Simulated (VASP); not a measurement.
Crystal: MnZn3.

```
Mn Zn
1.0
     3.58331    0.00000    0.00000
     0.00000    3.58331    0.00000
     0.00000    0.00000    3.58331
Mn Zn
1 3
Cartesian
  0.0000 0.0000 0.0000
  0.0000 1.7917 1.7917
  1.7917 0.0000 1.7917
  1.7917 1.7917 0.0000
```

This cell differs from its parent crystal: volume scaled by 0.8.

Base run:

- Program: VASP 6.6.1
- Functional: PBEsol
- Potentials or basis: VASP PAW PBE potentials, release 64 (Mn_pv, Zn)
- Cutoff: 520 eV
- k mesh: 7 × 7 × 7
- Occupations: fermi-dirac, width 0.03 eV
- Spin: no spin polarisation

Its results: pressure 15.3 GPa.

Task: The run is repeated on the same cell with these changes: spin from no spin polarisation to collinear spin, ferromagnetic start; further incar settings from ALGO = Normal; EDIFF = 1e-07; NBANDS = 32 to ALGO = Normal; EDIFF = 1e-06; NBANDS = 36. What comes out?

Result: Pressure 17.1 GPa; net moment 1.33 μB per cell; site moments Mn +1.54; Zn -0.06 μB.

Caveats: the PAW data sets were made with another functional, which shifts forces and pressure a little.
